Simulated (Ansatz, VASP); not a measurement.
## Two plane-wave programs on TiC

File INCAR:

```
SYSTEM = TiC
ALGO = Normal
EDIFF = 1E-6
ENCUT = 520
GGA = PS
ISIF = 2
ISMEAR = 0
LASPH = .True.
LCHARG = .False.
LREAL = .False.
LWAVE = .False.
NBANDS = 15
NELM = 100
PREC = Accurate
SIGMA = 0.15
```

File KPOINTS:

```
k-points
0
Gamma
  18 18 18
  0 0 0
```

The input POSCAR:

```
TiC
1.0
    0.0000000000      2.2072800000      2.1640000000
    2.1207200000      0.0000000000      2.1640000000
    2.1207200000      2.2072800000      0.0000000000
Ti C
1 1
Direct
    0.0000000000      0.0000000000      0.0000000000
    0.5000000000      0.5000000000      0.5000000000
```

Input for Ansatz:

```yaml
crystal:
  lattice:
    - [0.0, 2.20728, 2.164]
    - [2.12072, 0.0, 2.164]
    - [2.12072, 2.20728, 0.0]
  atoms:
    - { symbol: Ti, position: [0.0, 0.0, 0.0] }
    - { symbol: C, position: [0.5, 0.5, 0.5] }
basis:
  ecutwfc: 420
kpoints:
  mp_grid: { grid: [18, 18, 18] }
hamiltonian:
  xc: pbesol
scf:
  occupations: { method: gaussian, width: 0.15 }
output:
  forces: true
  stress: true
  eigenvalues: true
  write_density: true
  write_potential: true
  elf: true
  volumetric_format: npy
```

Change from the starting cell: strain -0.0200 x Voigt [1, -1, 0, 0, 0, 0], atoms carried along.

Alike in both runs: task single point; functional PBEsol; k mesh 18 × 18 × 18; occupations gaussian, width 0.15 eV; no spin polarisation.

|  | VASP | Ansatz |
| --- | --- | --- |
| version | VASP 6.6.1 | Ansatz 0.2.0 |
| potentials or method | VASP PAW PBE potentials, release 64 (Ti_sv, C), cutoff 520 eV | scalar-relativistic, plane waves, PAW |
| valence electrons in the cell | 16 | 16 |

```tsv
	VASP	Ansatz	Ansatz less VASP
gap on the k mesh at the Fermi level (eV)	none	none	-
pressure (GPa)	-5.2	-5.5	-0.25
traceless stress, the component that is largest in VASP (GPa)	8.10	8.07	-0.031
```

VASP's potentials were made for PBE, not for PBEsol. A gap of «none» marks a metal or a gap that the smearing closes.
